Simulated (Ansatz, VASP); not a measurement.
## AlN in VASP and in Ansatz

The input INCAR:

```
PREC     = Accurate       # precision mode
ENCUT    = 600            # plane-wave cutoff, eV
EDIFF    = 1E-6           # SCF threshold, eV
ISMEAR   = 0              # smearing method
SIGMA    = 0.02           # smearing width, eV
LREAL    = F              # projectors in reciprocal space
LASPH    = T              # aspherical terms in the spheres
NELM     = 60             # most SCF steps
ALGO     = Normal         # electronic algorithm
ISIF     = 3              # what is computed and relaxed
LWAVE    = F              # write WAVECAR
LCHARG   = F              # write CHGCAR
GGA      = PS             # functional
IBRION   = 2              # ionic algorithm
NSW      = 100            # ionic steps
EDIFFG   = -0.002         # ionic threshold
```

KPOINTS

```
regular mesh
0
Gamma
  12 12 8
```

Contents of POSCAR:

```
AlN
1.0
    3.1120000000      0.0000000000      0.0000000000
   -1.5560000000      2.6950710566      0.0000000000
    0.0000000000      0.0000000000      4.9820000000
Al N
2 2
Direct
    0.3333333333      0.6666666667      0.0000000000
    0.6666666667      0.3333333333      0.5000000000
    0.3333333333      0.6666666667      0.3820000000
    0.6666666667      0.3333333333      0.8820000000
```

Input for Ansatz:

```yaml
crystal:
  lattice:
    - [3.112, 0.0, 0.0]
    - [-1.556, 2.6950710566, 0.0]
    - [0.0, 0.0, 4.982]
  atoms:
    - { symbol: Al, position: [0.3333333333, 0.6666666667, 0.0] }
    - { symbol: Al, position: [0.6666666667, 0.3333333333, 0.5] }
    - { symbol: "N", position: [0.3333333333, 0.6666666667, 0.382] }
    - { symbol: "N", position: [0.6666666667, 0.3333333333, 0.882] }
basis:
  ecutwfc: 420
kpoints:
  mp_grid: { grid: [12, 12, 8] }
hamiltonian:
  xc: pbesol
  pseudopotentials: { kind: paw, azcp: { folder: soft_1 } }
scf:
  occupations: { method: gaussian, width: 0.02 }
output:
  forces: true
  stress: true
  eigenvalues: true
  write_density: true
  write_potential: true
  elf: true
  volumetric_format: npy
relax:
  adjacent_minimum: "off"
  f_tol: 0.002
  max_steps: 80
  cell: { stress_tol: 0.02 }
```

Alike in both runs: task relaxation of cell and atoms; functional PBEsol; k mesh 12 × 12 × 8; occupations gaussian, width 0.02 eV; no spin polarisation.

|  | VASP | Ansatz |
| --- | --- | --- |
| version | VASP 6.6.1 | Ansatz 0.2.0 |
| potentials or method | VASP PAW PBE potentials, release 64 (Al, N), cutoff 600 eV | scalar-relativistic, plane waves, PAW |
| valence electrons in the cell | 16 | 16 |

```csv
,VASP,Ansatz,Ansatz less VASP
"gap on the k mesh at the Fermi level, each at its own relaxed structure (eV)",4.12,4.10,-0.021
relaxed volume (Å³/atom),10.45,10.46,+0.005
relaxed length of the cell vector where the two differ most in proportion (Å),3.113,3.114,+0.0005
```

VASP's potentials were made for PBE, not for PBEsol, and Ansatz warns of the same on its side.
